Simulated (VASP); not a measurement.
# ZnSe (F-43m) in VASP: further runs

The runs below take ZnSe through single point, relaxation of cell and atoms, with PBE, r2SCAN.

Everything below comes from runs of VASP 6.6.1. Logs are shortened: lines on timing, memory, paths and dates and some standing lists are left out, and cuts for length are marked.

### Step 1. The cell of the first run

The structure is cubic, space group F-43m (No. 216). Conventional cell: a = 5.732 Å, b = 5.732 Å, c = 5.732 Å, α = 90.00°, β = 90.00°, γ = 90.00°. Within 3.3 Å of Zn (site symmetry -43m) lie 4 Se at 2.48 Å. Within 3.3 Å of Se (site symmetry -43m) lie 4 Zn at 2.48 Å.

### Step 2. Single point, PBE

File INCAR:

```
PREC = Accurate
ENCUT = 520
EDIFF = 1E-6
ISMEAR = -1
SIGMA = 0.02
LREAL = False
LASPH = True
NELM = 100
ALGO = Normal
ISIF = 2
LWAVE = False
LCHARG = False
GGA = PE
NBANDS = 16
```

File KPOINTS:

```
Automatic mesh
0
Gamma
  8 8 8
```

File POSCAR:

```
ZnSe
1.0
    0.0000000000      2.8661396038      2.8661396038
    2.8661396038      0.0000000000      2.8661396038
    2.8661396038      2.8661396038      0.0000000000
Zn Se
1 1
Direct
    0.0000000000      0.0000000000      0.0000000000
    0.2500000000      0.2500000000      0.2500000000
```

Potentials or basis: VASP PAW PBE potentials, release 64 (Zn, Se).

The run is started by

```
cat potpaw_PBE.64/Zn/POTCAR potpaw_PBE.64/Se/POTCAR > POTCAR
mpirun -np 1 vasp_std > vasp.out
```

OUTCAR:

```text
PREC = Accurate
   ENCUT = 520
   EDIFF = 1E-6
   ISMEAR = -1
   LREAL = False
   LASPH = True
   NELM = 100
   ISIF = 2
   GGA = PE

 ion  position               nearest neighbor table
   1  0.000  0.000  0.000-   2 2.48   2 2.48   2 2.48   2 2.48
   2  0.250  0.250  0.250-   1 2.48   1 2.48   1 2.48   1 2.48

  LATTYP: Found a face centered cubic cell.
 ALAT       =     5.7322792076

  Lattice vectors:

 A1 = (   0.0000000000,   2.8661396038,   2.8661396038)
 A2 = (   2.8661396038,   0.0000000000,   2.8661396038)
 A3 = (   2.8661396038,   2.8661396038,   0.0000000000)

Analysis of symmetry for initial positions (statically):
=====================================================================
 Subroutine PRICEL returns:
 Original cell was already a primitive cell.

 Routine SETGRP: Setting up the symmetry group for a
 face centered cubic supercell.

 Subroutine GETGRP returns: Found 24 space group operations
 (whereof 24 operations were pure point group operations)
 out of a pool of 48 trial point group operations.

The static configuration has the point symmetry T_d .

Analysis of symmetry for dynamics (positions and initial velocities):
=====================================================================
 Subroutine PRICEL returns:
 Original cell was already a primitive cell.

 Routine SETGRP: Setting up the symmetry group for a
 face centered cubic supercell.

 Subroutine GETGRP returns: Found 24 space group operations
 (whereof 24 operations were pure point group operations)
 out of a pool of 48 trial point group operations.

The dynamic configuration has the point symmetry T_d .

 Subroutine INISYM returns: Found 24 space group operations
 (whereof 24 operations are pure point group operations),
 and found     1 'primitive' translations

----------------------------------------------------------------------------------------

                                     Primitive cell

  volume of cell :      47.0893

  direct lattice vectors                    reciprocal lattice vectors
     0.000000000  2.866139604  2.866139604    -0.174450679  0.174450679  0.174450679
     2.866139604  0.000000000  2.866139604     0.174450679 -0.174450679  0.174450679
     2.866139604  2.866139604  0.000000000     0.174450679  0.174450679 -0.174450679

  length of vectors
[... 74 lines left out ...]
   ISTART =      0    job   : 0-new  1-cont  2-samecut
   ICHARG =      2    charge: 1-file 2-atom 10-const
   ISPIN  =      1    spin polarized calculation?
   LNONCOLLINEAR =      F non collinear calculations
   LSORBIT =      F    spin-orbit coupling
   LASPH  =      T    aspherical Exc in radial PAW
   ENCUT  =  520.0 eV  38.22 Ry    6.18 a.u.   7.54  7.54  7.54*2*pi/ulx,y,z
   NELM   =    100;   NELMIN=  2; NELMDL= -5     # of ELM steps
   EDIFF  = 0.1E-05   stopping-criterion for ELM
   LREAL  =      F    real-space projection
   EDIFFG = 0.1E-04   stopping-criterion for IOM
   NSW    =      0    number of steps for IOM
   IBRION =     -1    ionic relax: 0-MD 1-quasi-New 2-CG
   NFREE  =      0    steps in history (QN), initial steepest desc. (CG)
   ISIF   =      2    stress and relaxation
   ISYM   =      2    0-nonsym 1-usesym 2-fastsym
   POTIM  = 0.5000    time-step for ionic-motion
   TEBEG  =    0.0;   TEEND  =   0.0 temperature during run
   PSTRESS=    0.0 pullay stress
   NELECT =      18.0000    total number of electrons
   NUPDOWN=      -1.0000    fix difference up-down
   EMIN   =  10.00;   EMAX   =-10.00  energy-range for DOS
   EFERMI =   0.00;   METHOD = LEGACY
   ISMEAR =    -1;   SIGMA  =   0.02  broadening in eV -4-tet -1-fermi 0-gaus
   EFERMI_NEDOS =   21; number of points for ismear=-14 and -15
   IALGO  =     38    algorithm
   IMIX   =      4    mixing-type and parameters
     AMIX     =   0.40;   BMIX     =  1.00
     AMIX_MAG =   1.60;   BMIX_MAG =  1.00
  volume/ion in A,a.u.               =      23.54       158.89
  Fermi-wavevector in a.u.,A,eV,Ry     =   1.188115  2.245211 19.206205  1.411616
  Thomas-Fermi vector in A             =   2.324251
   LORBIT       =      0    0 simple, 1 ext, 2 COOP (PROOUT), +10 PAW based schemes
   GGA     = PE    functional components
[... 5 lines left out ...]
 non-spin polarized calculation
  energy-cutoff  :      520.00
  volume of cell :       47.09
 maximum number of plane-waves:      1287
   NGX = 15   NGY = 15   NGZ = 15

 number of electron      18.0000017 magnetization

 Free energy of the ion-electron system (eV)
  ---------------------------------------------------
  ext. energy  EPLUGINS =         0.00000000
  ---------------------------------------------------
  free energy    TOTEN  =        -6.03243566 eV

  energy without entropy =       -6.03243566  energy(sigma->0) =       -6.03243566

 E-fermi :   1.7016     XC(G=0):  -9.1670

 val. band max:        1.3272006102   @ k =   0.0000   0.0000   0.0000
 cond. band min:       2.4818437015   @ k =   0.0000   0.0000   0.0000
 fundamental gap:      1.1546430914
 Fermi energy:         1.7016457574

 k-point     1 :       0.0000    0.0000    0.0000
  band No.  band energies     occupation
      1     -11.7194      2.00000
      2      -5.1008      2.00000
      3      -5.1008      2.00000
      4      -5.1008      2.00000
      5      -4.7612      2.00000
      6      -4.7612      2.00000
[... 433 lines left out ...]
      3      -4.9704      2.00000
      4      -4.7882      2.00000
      5      -4.7543      2.00000
      6      -4.5675      2.00000
[... 8 lines left out ...]
     15      13.9495      0.00000
     16      14.7405      0.00000

 [... further k-points ...]

------------------------ aborting loop because EDIFF is reached ----------------------------------------

  FORCE on cell =-STRESS in cart. coord.  units (eV):
  Direction    XX          YY          ZZ          XY          YZ          ZX
  --------------------------------------------------------------------------------------
  -------------------------------------------------------------------------------------
  Total        0.0668599      0.0668599      0.0668599      0.0000000      0.0000000      0.0000000
  in kB        2.2748575      2.2748575      2.2748575      0.0000000      0.0000000      0.0000000
  external PRESSURE =       2.2748575 kB  Pullay stress =       0.0000000 kB

 VOLUME and BASIS-vectors are now :
 -----------------------------------------------------------------------------
  energy-cutoff  :      520.00
  volume of cell :       47.09
      direct lattice vectors                 reciprocal lattice vectors
     0.000000000  2.866139604  2.866139604    -0.174450679  0.174450679  0.174450679
     2.866139604  0.000000000  2.866139604     0.174450679 -0.174450679  0.174450679
     2.866139604  2.866139604  0.000000000     0.174450679  0.174450679 -0.174450679

 POSITION                                       TOTAL-FORCE (eV/Angst)
 -----------------------------------------------------------------------------------
      0.00000      0.00000      0.00000         0.000000      0.000000      0.000000
      1.43307      1.43307      1.43307        -0.000000     -0.000000     -0.000000
 -----------------------------------------------------------------------------------
    total drift:                               -0.000001     -0.000001     -0.000001

  FREE ENERGIE OF THE ION-ELECTRON SYSTEM (eV)
  ---------------------------------------------------
  free  energy   TOTEN  =        -6.0324356646 eV

  energy  without entropy=       -6.0324356646  energy(sigma->0) =       -6.03243566
```

It took 36 s on 1 thread of Intel Xeon 8259CL, shared host; peak memory 0.18 GiB.

Results:

```
Free energy            : -6.0324 eV
Pressure               : 0.2 GPa
Band gap on the k mesh : 1.15 eV
```

Levels at points of the mesh, in eV from the valence-band top:
```csv
k point,band 7,band 8,band 9,band 10,band 11,band 12
"(0.00, 0.00, 0.00)",0.00,0.00,0.00,1.15,5.81,5.81
"(0.50, 0.00, 0.00)",-5.01,-0.82,-0.82,2.48,6.38,6.38
"(0.50, 0.50, 0.00)",-4.61,-2.07,-2.07,3.06,3.46,10.50
```

### Step 3. Single point, r2SCAN

This run uses another cell than the first one, of 22.72 Å³/atom.

File POSCAR:

```
ZnSe
1.0
    0.0000000000      2.8324206784      2.8324206784
    2.8324206784      0.0000000000      2.8324206784
    2.8324206784      2.8324206784      0.0000000000
Zn Se
1 1
Direct
    0.0000000000      0.0000000000      0.0000000000
    0.2500000000      0.2500000000      0.2500000000
```

File INCAR.step1:

```
  PREC = Accurate
  ENCUT = 520
  ISMEAR = -1
  SIGMA = 0.02
  LREAL = F
  LASPH = T
  NELM = 60
  NBANDS = 16
  GGA = PE
  ALGO = Normal
  EDIFF = 1E-4
  LWAVE = T
  LCHARG = F
```

File INCAR.step2:

```
  PREC = Accurate
  ENCUT = 520
  EDIFF = 1E-7
  ISMEAR = -1
  SIGMA = 0.02
  LREAL = F
  LASPH = T
  NELM = 60
  ALGO = Normal
  ISIF = 2
  LWAVE = F
  LCHARG = F
  METAGGA = R2SCAN
  LMIXTAU = T
  NBANDS = 16
  ISTART = 1
```

KPOINTS is that of step 2.

Potentials or basis: VASP PAW PBE potentials, release 64 (Zn, Se).

The run is started by

```
cat potpaw_PBE.64/Zn/POTCAR potpaw_PBE.64/Se/POTCAR > POTCAR
cp INCAR.step1 INCAR
mpirun -np 1 vasp_std > vasp.out
cp INCAR.step2 INCAR
mpirun -np 1 vasp_std > vasp.out
```

It took 3.3 min on 1 thread of Intel Xeon 8259CL, shared host; peak memory 0.18 GiB.

Results (log left out):

```
Free energy            : -24.9092 eV
Pressure               : 0.1 GPa
Band gap on the k mesh : 1.87 eV
```

Levels at points of the mesh, in eV from the valence-band top:
| k point | band 5 | band 6 | band 7 | band 8 | band 9 | band 10 | band 11 | band 12 | band 13 | band 14 |
| --- | --- | --- | --- | --- | --- | --- | --- | --- | --- | --- |
| (0.00, 0.00, 0.00) | -6.29 | -6.29 | 0.00 | 0.00 | 0.00 | 1.87 | 6.31 | 6.32 | 6.32 | 10.60 |
| (0.50, 0.00, 0.00) | -6.27 | -6.13 | -5.31 | -0.89 | -0.89 | 3.06 | 6.86 | 6.87 | 9.08 | 11.71 |
| (0.50, 0.50, 0.00) | -6.24 | -6.11 | -4.80 | -2.24 | -2.24 | 3.33 | 3.87 | 11.52 | 12.08 | 12.08 |

Caveat: the PAW data sets were made with another functional, which shifts forces and pressure a little.

### Step 4. Single point, r2SCAN

This run uses another cell than the first one, of 22.72 Å³/atom.

POSCAR is that of step 3.

File INCAR.step1:

```
PREC     = Accurate       # precision mode
ENCUT    = 520            # plane-wave cutoff, eV
ISMEAR   = 0              # smearing method
SIGMA    = 0.01           # smearing width, eV
LREAL    = False          # projectors in reciprocal space
LASPH    = True           # aspherical terms in the spheres
NELM     = 100            # most SCF steps
NBANDS   = 16             # bands
GGA      = PE             # functional
ALGO     = Normal         # electronic algorithm
EDIFF    = 1E-4           # SCF threshold, eV
LWAVE    = True           # write WAVECAR
LCHARG   = False          # write CHGCAR
```

File INCAR.step2:

```
PREC     = Accurate       # precision mode
ENCUT    = 520            # plane-wave cutoff, eV
EDIFF    = 1E-7           # SCF threshold, eV
ISMEAR   = 0              # smearing method
SIGMA    = 0.01           # smearing width, eV
LREAL    = False          # projectors in reciprocal space
LASPH    = True           # aspherical terms in the spheres
NELM     = 100            # most SCF steps
ALGO     = Normal         # electronic algorithm
ISIF     = 2              # what is computed and relaxed
LWAVE    = False          # write WAVECAR
LCHARG   = False          # write CHGCAR
METAGGA  = R2SCAN         # meta-GGA
LMIXTAU  = True         
NBANDS   = 16             # bands
ISTART   = 1
```

KPOINTS is that of step 3.

The run is started by

```
cat potpaw_PBE.64/Zn/POTCAR potpaw_PBE.64/Se/POTCAR > POTCAR
cp INCAR.step1 INCAR
mpirun -np 1 vasp_std > vasp.out
cp INCAR.step2 INCAR
mpirun -np 1 vasp_std > vasp.out
```

Run time: 3.1 min. Hardware: 1 thread of Intel Xeon 8259CL, shared host; peak memory 0.18 GiB.

It converged, with:

* Free energy: -24.9092 eV
* Pressure: 0.1 GPa
* Band gap on the k mesh: 1.87 eV

Levels at points of the mesh, in eV from the valence-band top:
```tsv
k point	band 7	band 8	band 9	band 10	band 11	band 12
(0.00, 0.00, 0.00)	0.00	0.00	0.00	1.87	6.31	6.32
(0.50, 0.00, 0.00)	-5.31	-0.89	-0.89	3.06	6.86	6.87
(0.50, 0.50, 0.00)	-4.80	-2.24	-2.24	3.33	3.87	11.52
```

Caveat: the PAW data sets were made with another functional, which shifts forces and pressure a little.

[end of part 1 of 2]
